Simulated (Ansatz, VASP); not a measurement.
Pb in VASP and in Ansatz

The input POSCAR:

```
Pb
1.0
    3.6284716207      0.0000000000      0.0000000000
   -1.8142358104      3.1423486004      0.0000000000
    0.0000000000      0.0000000000     11.7616836715
Pb
4
Direct
    0.0000000000      0.0000000000      1.0000000000
    0.0000000000      0.0000000000      0.5000000000
    0.3333333333      0.6666666667      0.2500000000
    0.6666666667      0.3333333333      0.7500000000
```

File INCAR.step1:

```
PREC = Accurate ; ENCUT = 520
ISMEAR = -1 ; SIGMA = 0.1
LREAL = F ; LASPH = T
NELM = 80 ; NBANDS = 36
GGA = PE ; ALGO = Normal
EDIFF = 1E-4 ; LWAVE = T
LCHARG = F
```

INCAR.step2

```
PREC = Accurate ; ENCUT = 520
EDIFF = 1E-6 ; ISMEAR = -1
SIGMA = 0.1 ; LREAL = F
LASPH = T ; NELM = 80
ALGO = Normal ; ISIF = 2
LWAVE = F ; LCHARG = T
METAGGA = R2SCAN ; LMIXTAU = T
LELF = T ; LVHAR = T
NBANDS = 36 ; ISTART = 1
```

KPOINTS

```
Automatic mesh
0
Gamma
  12 12 3
```

Input for Ansatz:

```yaml
crystal:
  lattice:
    - [3.6284716207, 0.0, 0.0]
    - [-1.8142358104, 3.1423486004, 0.0]
    - [0.0, 0.0, 11.7616836715]
  atoms:
    - { symbol: Pb, position: [0.0, 0.0, 1.0] }
    - { symbol: Pb, position: [0.0, 0.0, 0.5] }
    - { symbol: Pb, position: [0.3333333333, 0.6666666667, 0.25] }
    - { symbol: Pb, position: [0.6666666667, 0.3333333333, 0.75] }
hamiltonian:
  xc: r2scan
  pseudopotentials:
    kind: paw
    azcp:
      Pb: "pseudopotentials/Pb.paw.azcp"
basis:
  ecutwfc: 500
  fft_grid_basis: typed
kpoints:
  mp_grid: { grid: [12, 12, 3], shift: [0, 0, 0] }
magnetization:
  spin_polarized: false
scf:
  occupations: { method: fermi_dirac, width: 0.1 }
  lower_state_search: "off"
output:
  stress: true
```

Alike in both runs: task single point; functional r2SCAN; k mesh 12 × 12 × 3; occupations fermi-dirac, width 0.1 eV; no spin polarisation.

|  | VASP | Ansatz |
| --- | --- | --- |
| version | VASP 6.6.1 | Ansatz 0.2.0 |
| potentials or method | VASP PAW PBE potentials, release 64 (Pb_d), cutoff 520 eV | plane waves (500 eV) with PAW, scalar-relativistic |
| valence electrons in the cell | 56 | 56 |

|  | VASP | Ansatz | Ansatz less VASP |
| --- | --- | --- | --- |
| pressure (GPa) | -2.8 | -2.8 | +0.02 |
| traceless stress, the component that is largest in VASP (GPa) | 0.23 | 0.24 | +0.003 |

VASP's potentials were made for PBE, not for r2SCAN. The functional is the same, so the differences come from potentials, cutoffs and numerics.

Spin-orbit coupling is off throughout.
